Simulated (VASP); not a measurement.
Cd, 1 atom in the cell. The structure is hexagonal, space group P6/mmm (No. 191). Conventional cell: a = 2.581 Å, b = 2.581 Å, c = 2.550 Å, α = 90.00°, β = 90.00°, γ = 120.00°. Cd (site symmetry 6/mmm) has 8 Cd at 2.55 to 2.58 Å within 3.4 Å. 

```yaml
Program: VASP 6.6.1
Task: relaxation of cell and atoms
Functional: PBE
Potentials_or_basis: VASP PAW PBE potentials, release 64 (Cd)
Cutoff: 600 eV
k_mesh: 17 × 17 × 15
Occupations: fermi-dirac, width 0.05 eV
Spin: no spin polarisation
Target_pressure: 84 GPa
Dipole_correction: no
Further_INCAR_settings: ALGO = Normal; EDIFF = 1e-06; IBRION = 2; EDIFFG = -0.005; NSW = 32; ISIF = 3
```

Potentials or basis: VASP PAW PBE potentials, release 64 (Cd).

Launch:

```sh
$ cat potpaw_PBE.64/Cd/POTCAR > POTCAR
$ mpirun -np 1 vasp_std > vasp.out
```

Hardware: 1 thread of AMD EPYC 9R14 (Zen 4), on a shared host.

Problem. Estimate the wall time of this run.

Solution. It took 87 s on 1 thread of AMD EPYC 9R14 (Zen 4), on a shared host, peak memory 0.15 GiB. Counts: scf iterations 46, k points 264, ion steps 9.
